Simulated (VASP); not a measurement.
A run of VASP 6.6.1 is set up as follows.

The input INCAR:

```
SYSTEM = GeSbTe3
PREC = Accurate
ENCUT = 500
EDIFF = 1E-6
ISMEAR = 0
SIGMA = 0.15
LREAL = .False.
LASPH = .True.
NELM = 120
ALGO = Normal
ISIF = 2
LWAVE = .False.
LCHARG = .True.
GGA = PE
LELF = .True.
LVHAR = .True.
NBANDS = 26
GGA_COMPAT = .False.
```

File KPOINTS:

```
regular mesh
0
Gamma
  12 12 12
  0 0 0
```

Contents of POSCAR:

```
GeSbTe3
1.0
    2.0151405988      1.1634419671     10.4005661508
   -2.0151405988      1.1634419671     10.4005661508
    0.0000000000     -2.3268839343     10.4005661508
Ge Sb Te
1 1 3
Direct
    0.5998296922      0.5998296922      0.5998296922
    0.3954376019      0.3954376019      0.3954376019
    0.9991310257      0.9991310257      0.9991310257
    0.7874280286      0.7874280286      0.7874280286
    0.2181746516      0.2181746516      0.2181746516
```

Potentials or basis: VASP PAW PBE potentials, release 64 (Ge_d, Sb, Te).

Launch:

```console
$ cat potpaw_PBE.64/Ge_d/POTCAR potpaw_PBE.64/Sb/POTCAR potpaw_PBE.64/Te/POTCAR > POTCAR
$ mpirun -np 1 vasp_std > vasp.out
```

Problem. Estimate the band gap on the k mesh.

Solution. Zero (an odd number of electrons rules out a gap without spin polarisation).

Problem. Estimate the largest force.

Solution. 0.325 eV/Å.

Forces in eV/Å, atoms in the order of the input:
```
Ge   0.000  0.000  0.203
Sb   0.000  0.000 -0.117
Te   0.000  0.000 -0.149
Te   0.000  0.000  0.325
Te   0.000  0.000 -0.263
```

Caveat: the cell differs from its parent crystal (strain -0.030 along x and y, +0.000 along z); spin-orbit coupling is left out, which moves the levels of the heavy elements.
